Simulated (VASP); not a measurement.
**PbO: single point with BLYP**

PbO:

```xyz
4
Lattice="4.0164 0.0000 0.0000 0.0000 4.0164 0.0000 0.0000 0.0000 5.0432" Properties=species:S:1:pos:R:3 pbc="T T T"
Pb    2.0082    0.0000    3.8328
Pb    0.0000    2.0082    1.2104
O     2.0082    2.0082    0.0000
O     0.0000    0.0000    0.0000
```

```
Program                : VASP 6.6.1
Task                   : single point
Functional             : BLYP
Potentials or basis    : VASP PAW PBE potentials, release 64 (Pb_d, O)
Cutoff                 : 600 eV
k mesh                 : 7 × 7 × 6
Occupations            : fermi-dirac, width 0.05 eV
Spin                   : no spin polarisation
Dipole correction      : no
Further INCAR settings : ALGO = Normal; EDIFF = 1e-06; NBANDS = 28
```

- Pressure: 5.1 GPa
- Largest force: 0.060 eV/Å
- Band gap on the k mesh: 1.54 eV (least direct gap 2.42 eV)

Forces on the atoms (eV/Å):
```
Pb   0.000  0.000 -0.060
Pb   0.000  0.000  0.060
O    0.000  0.000  0.000
O    0.000  0.000  0.000
```

Stress tensor (GPa, compression positive):
```
5.66 0.00 0.00
0.00 5.66 0.00
0.00 0.00 4.03
```

Levels at points of the mesh, in eV from the valence-band top:
```
           k point  band 16  band 17  band 18  band 19  band 20  band 21  band 22  band 23  band 24  band 25
(0.00, 0.00, 0.00)    -3.94    -1.53    -1.45    -1.45     0.00     2.47     5.49     5.49     5.60     6.56
(0.00, 0.00, 0.50)    -3.78    -1.57    -1.48    -1.48    -0.85     2.14     3.95     3.95     4.30     8.49
```

Run time: 100 s on 1 thread of Intel Xeon 8259CL, on a shared host, peak memory 0.25 GiB.

Caveat: the cell stands under pressure; the PAW data sets were made with another functional, which shifts forces and pressure a little; spin-orbit coupling is left out, which moves the levels of the heavy elements; an odd mesh through Γ misses points on the zone boundary, where band edges can lie. Expect the measured gap to be larger: semilocal functionals such as BLYP lack the derivative discontinuity.
